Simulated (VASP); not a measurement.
Write the native input for VASP 6.6.1 that does the following.

```
Task                   : single point
Functional             : LDA
Potentials or basis    : VASP PAW LDA potentials, release 64 (Li_sv)
Cutoff                 : 520 eV
k mesh                 : 22 × 22 × 22
Occupations            : fermi-dirac, width 0.1 eV
Spin                   : no spin polarisation
Dipole correction      : no
Further INCAR settings : ALGO = Normal; EDIFF = 1e-07; NBANDS = 8
```

The structure of Li lies in POSCAR:

```
Li
1.0
   -1.6114810763      1.6114810763      1.6114810763
    1.6114810763     -1.6114810763      1.6114810763
    1.6114810763      1.6114810763     -1.6114810763
Li
1
Direct
    0.0000000000      0.0000000000      0.0000000000
```

This cell differs from its parent crystal: volume scaled by 0.88.

One way to write it, as run:

INCAR

```
ALGO = Normal
EDIFF = 1E-7
ENCUT = 520
GGA = CA
ISIF = 2
ISMEAR = -1
LASPH = True
LCHARG = False
LREAL = False
LWAVE = False
NBANDS = 8
NELM = 80
PREC = Accurate
SIGMA = 0.1
```

KPOINTS

```
k-points
0
Gamma
  22 22 22
```

Potentials or basis: VASP PAW LDA potentials, release 64 (Li_sv).

Command:

```console
$ cat potpaw_LDA.64/Li_sv/POTCAR > POTCAR
$ mpirun -np 1 vasp_std > vasp.out
```

Run time: 18 s on 1 thread of Intel(R) Xeon(R) Platinum 8375C CPU @ 2.90GHz (Ice Lake), with other jobs on the host, peak memory 0.14 GiB.
